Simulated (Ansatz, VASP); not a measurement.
This is a calculation of Nb for VASP 6.6.1.

Contents of INCAR:

```
PREC     = Accurate       # precision mode
ENCUT    = 500            # plane-wave cutoff, eV
EDIFF    = 1E-6           # SCF threshold, eV
ISMEAR   = -1             # smearing method
SIGMA    = 0.05           # smearing width, eV
LREAL    = False          # projectors in reciprocal space
LASPH    = True           # aspherical terms in the spheres
NELM     = 120            # most SCF steps
ALGO     = Normal         # electronic algorithm
ISIF     = 2              # what is computed and relaxed
LWAVE    = False          # write WAVECAR
LCHARG   = False          # write CHGCAR
GGA      = CA             # functional
NBANDS   = 12             # bands
GGA_COMPAT= False
```

File KPOINTS:

```
Automatic mesh
0
Gamma
  11 11 11
```

POSCAR

```
Nb
1.0
   -1.6749698576      1.6749698576      1.6749698576
    1.6749698576     -1.6749698576      1.6749698576
    1.6749698576      1.6749698576     -1.6749698576
Nb
1
Direct
    0.0000000000      0.0000000000      0.0000000000
```

Potentials or basis: VASP PAW LDA potentials, release 64 (Nb_sv).

The run is started by

```sh
$ cat potpaw_LDA.64/Nb_sv/POTCAR > POTCAR
$ mpirun -np 1 vasp_std > vasp.out
```

Problem. Translate it to Ansatz 0.2.0. Potentials there: all-electron LAPW, scalar-relativistic.

Solution. As run (the cutoff follows the program's own potentials):

input.yaml

```yaml
crystal:
  lattice:
    - [-1.6749698576, 1.6749698576, 1.6749698576]
    - [1.6749698576, -1.6749698576, 1.6749698576]
    - [1.6749698576, 1.6749698576, -1.6749698576]
  atoms:
    - { symbol: Nb, position: [0.0, 0.0, 0.0] }
kpoints:
  mp_grid: { grid: [11, 11, 11] }
scf:
  occupations: { method: fermi_dirac, width: 0.05 }
hamiltonian:
  xc: lda
  pseudopotentials: { kind: all_electron, lapw: { basis_error: 0.001 } }
output:
  forces: true
  stress: true
  eigenvalues: true
```

Potentials or basis: all-electron LAPW, scalar-relativistic.

The run is started by

```sh
$ ansatz run input.yaml --threads 1 --pin off --max-ram 3072MiB --backend cpu --events-out ev --progress --plain --runs-dir out
```

Both were run:

|  | VASP | Ansatz | Ansatz less VASP |
| --- | --- | --- | --- |
| gap on the k mesh at the Fermi level (eV) | none | none | - |
| pressure (GPa) | -14.5 | -14.4 | +0.15 |

LDA's correlation is that of Perdew and Zunger in VASP and of Perdew and Wang (1992) in Ansatz. A gap of «none» marks a metal or a gap that the smearing closes. Ansatz ran all-electron here, and VASP with PAW potentials.
